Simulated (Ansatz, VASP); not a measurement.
**HgTe in VASP and in Ansatz**

```xyz
4
Lattice="2.8058 -3.2225 0.0000 2.8058 3.2225 0.0000 0.0000 0.0000 6.0011" Properties=species:S:1:pos:R:3 pbc="T T T"
Hg    2.8058    1.1373    4.5008
Hg    2.8058   -1.1373    1.5003
Te    2.8058   -1.7405    4.5008
Te    2.8058    1.7405    1.5003
```

Change from the starting cell: strain -0.050 along x and y, +0.025 along z, atoms carried along.

Alike in both runs: task single point; functional r2SCAN; k mesh 12 × 12 × 8; occupations gaussian, width 0.15 eV; no spin polarisation.

|  | VASP | Ansatz |
| --- | --- | --- |
| version | VASP 6.6.1 | Ansatz 0.2.0 |
| potentials or method | VASP PAW PBE potentials, release 64 (Hg, Te), cutoff 520 eV | scalar-relativistic, plane waves, PAW |
| valence electrons in the cell | 36 | 72 |

VASP gave:

* gap on the k mesh at the Fermi level (eV): none
* pressure (GPa): 5.2
* traceless stress, the component that is largest in VASP (GPa): 3.42
* rms of the force components (eV/Å): 0.105

Problem. Estimate Ansatz's values.

Solution. gap on the k mesh at the Fermi level (eV): none; pressure (GPa): 4.9; traceless stress, the component that is largest in VASP (GPa): 3.30; rms of the force components (eV/Å): 0.101.

VASP's potentials were made for PBE, not for r2SCAN. Atom by atom the forces differ by 0.004 eV/Å (rms over components). A gap of «none» marks a metal or a gap that the smearing closes. The functional is the same, so the differences come from potentials, cutoffs and numerics. VASP's potentials hold 36 valence electrons a cell and Ansatz's 72, so a difference there can come from the potentials and not from the codes.

Spin-orbit coupling is off throughout.
